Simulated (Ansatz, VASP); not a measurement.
One calculation of CO2, two programs

Contents of INCAR:

```
PREC = Accurate
ENCUT = 520
EDIFF = 1E-6
ISMEAR = -1
SIGMA = 0.05
LREAL = F
LASPH = T
NELM = 60
ALGO = Normal
ISIF = 2
LWAVE = F
LCHARG = T
GGA = PS
LELF = T
LVHAR = T
NBANDS = 25
```

Contents of KPOINTS:

```
Automatic mesh
0
Gamma
  9 9 9
```

File POSCAR:

```
CO2
1.0
   -1.9614733993      1.9614733993      2.9938288133
    1.9614733993     -1.9614733993      2.9938288133
    1.9614733993      1.9614733993     -2.9938288133
O C
4 2
Direct
    0.8750000000      0.9597980000      0.5847980000
    0.3750000000      0.2902020000      0.4152020000
    0.0402020000      0.6250000000      0.9152020000
    0.7097980000      0.1250000000      0.0847980000
    0.0000000000      0.0000000000      0.0000000000
    0.7500000000      0.2500000000      0.5000000000
```

File input.yaml:

```yaml
crystal:
  lattice:
    - [-1.9614733993, 1.9614733993, 2.9938288133]
    - [1.9614733993, -1.9614733993, 2.9938288133]
    - [1.9614733993, 1.9614733993, -2.9938288133]
  atoms:
    - { symbol: O, position: [0.875, 0.959798, 0.584798] }
    - { symbol: O, position: [0.375, 0.290202, 0.415202] }
    - { symbol: O, position: [0.040202, 0.625, 0.915202] }
    - { symbol: O, position: [0.709798, 0.125, 0.084798] }
    - { symbol: C, position: [0.0, 0.0, 0.0] }
    - { symbol: C, position: [0.75, 0.25, 0.5] }
kpoints:
  mp_grid: { grid: [9, 9, 9] }
scf:
  occupations: { method: fermi_dirac, width: 0.05 }
hamiltonian:
  xc: pbesol
  pseudopotentials: { kind: all_electron, lapw: { basis_error: 0.001 } }
output:
  forces: true
  stress: true
  eigenvalues: true
```

Change from the starting cell: volume scaled by 0.98.

Alike in both runs: task single point; functional PBEsol; k mesh 9 × 9 × 9; occupations fermi-dirac, width 0.05 eV; no spin polarisation.

|  | VASP | Ansatz |
| --- | --- | --- |
| version | VASP 6.6.1 | Ansatz 0.2.0 |
| potentials or method | VASP PAW PBE potentials, release 64 (O, C), cutoff 520 eV | all-electron LAPW, scalar-relativistic |

Ansatz gave:

```
gap on the k mesh at the Fermi level (eV)                     : 7.66
least direct gap on the mesh (eV)                             : 8.13
pressure (GPa)                                                : -1.0
traceless stress, the component that is largest in VASP (GPa) : -1.36
rms of the force components (eV/Å)                            : 0.044
```

Task: Which values does VASP return?

Result: gap on the k mesh at the Fermi level (eV): 7.62; least direct gap on the mesh (eV): 8.09; pressure (GPa): 0.4; traceless stress, the component that is largest in VASP (GPa): -1.43; rms of the force components (eV/Å): 0.078.

VASP's potentials were made for PBE, not for PBEsol. Atom by atom the forces differ by 0.034 eV/Å (rms over components). Ansatz ran all-electron here, and VASP with PAW potentials.
